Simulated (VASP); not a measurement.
Here is a VASP 6.6.1 calculation.

INCAR

```
SYSTEM = Mg
PREC = Accurate ; ENCUT = 520
EDIFF = 1E-6 ; ISMEAR = -1
SIGMA = 0.1 ; LREAL = .FALSE.
LASPH = .TRUE. ; NELM = 100
ALGO = Normal ; ISIF = 2
LWAVE = .FALSE. ; LCHARG = .TRUE.
GGA = RP ; LELF = .TRUE.
LVHAR = .TRUE. ; NBANDS = 9
```

Contents of KPOINTS:

```
Automatic mesh
0
G
  18 18 10
  0 0 0
```

Contents of POSCAR:

```
Mg
1.0
    3.1415887494      0.0000000000      0.0000000000
   -1.5707943747      2.7206956653      0.0000000000
    0.0000000000      0.0000000000      5.1007488142
Mg
2
Direct
    0.3333333333      0.6666666667      0.2500000000
    0.6666666667      0.3333333333      0.7500000000
```

Potentials or basis: VASP PAW PBE potentials, release 64 (Mg).

The run is started by

```sh
$ cat potpaw_PBE.64/Mg/POTCAR > POTCAR
$ mpirun -np 1 vasp_std > vasp.out
```

Estimate the band gap on the k mesh.

zero (bands 2 and 3 overlap by 2.17 eV).

What does it give for the pressure?

3.2 GPa.

Stress tensor (GPa, compression positive):
```
3.26 0.00 0.00
0.00 3.26 0.00
0.00 0.00 3.11
```

Caveat: the cell stands under pressure; the PAW data sets were made with another functional, which shifts forces and pressure a little.
